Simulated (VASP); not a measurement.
Wanted: the native input for a VASP 6.6.1 run.

```yaml
Task: single point
Functional: PBE
Potentials_or_basis: VASP PAW PBE potentials, release 64 (Ga_d)
Cutoff: 520 eV
k_mesh: 20 × 20 × 12
Occupations: gaussian, width 0.1 eV
Spin: no spin polarisation
Dipole_correction: no
Further_INCAR_settings: ALGO = Fast; EDIFF = 1e-06; NBANDS = 20
```

The structure of Ga lies in POSCAR:

```
Ga
1.0
    1.6890268555     -2.1254243267     -0.0238678691
    1.6890268555      2.1254243267     -0.0238678691
   -1.4928110342      0.0000000000      4.8981163186
Ga
2
Direct
    0.8713426480      0.1286573520      0.7500000000
    0.1286573520      0.8713426480      0.2500000000
```

This cell differs from its parent crystal: volume scaled by 0.91, then relaxed in part.

These files were run (other wordings do the same):

INCAR

```
SYSTEM = Ga
PREC     = Accurate       ! precision mode
ENCUT    = 520            ! plane-wave cutoff, eV
EDIFF    = 1E-6           ! SCF threshold, eV
ISMEAR   = 0              ! smearing method
SIGMA    = 0.1            ! smearing width, eV
LREAL    = .False.        ! projectors in reciprocal space
LASPH    = .True.         ! aspherical terms in the spheres
NELM     = 80             ! most SCF steps
ALGO     = Fast           ! electronic algorithm
ISIF     = 2              ! what is computed and relaxed
LWAVE    = .False.        ! write WAVECAR
LCHARG   = .False.        ! write CHGCAR
GGA      = PE             ! functional
NBANDS   = 20             ! bands
```

KPOINTS

```
regular mesh
0
Gamma
  20 20 12
  0 0 0
```

Potentials or basis: VASP PAW PBE potentials, release 64 (Ga_d).

Launch:

```sh
$ cat potpaw_PBE.64/Ga_d/POTCAR > POTCAR
$ mpirun -np 1 vasp_std > vasp.out
```

Results of the run:

```
Pressure               : 5.9 GPa
Band gap on the k mesh : zero (band 13 reaches 10.57 eV, above the bottom of band 14 at 3.98 eV)
```

Run time: 15 min on 1 thread of AMD EPYC 7R13 (shared host), peak memory 0.7 GiB.
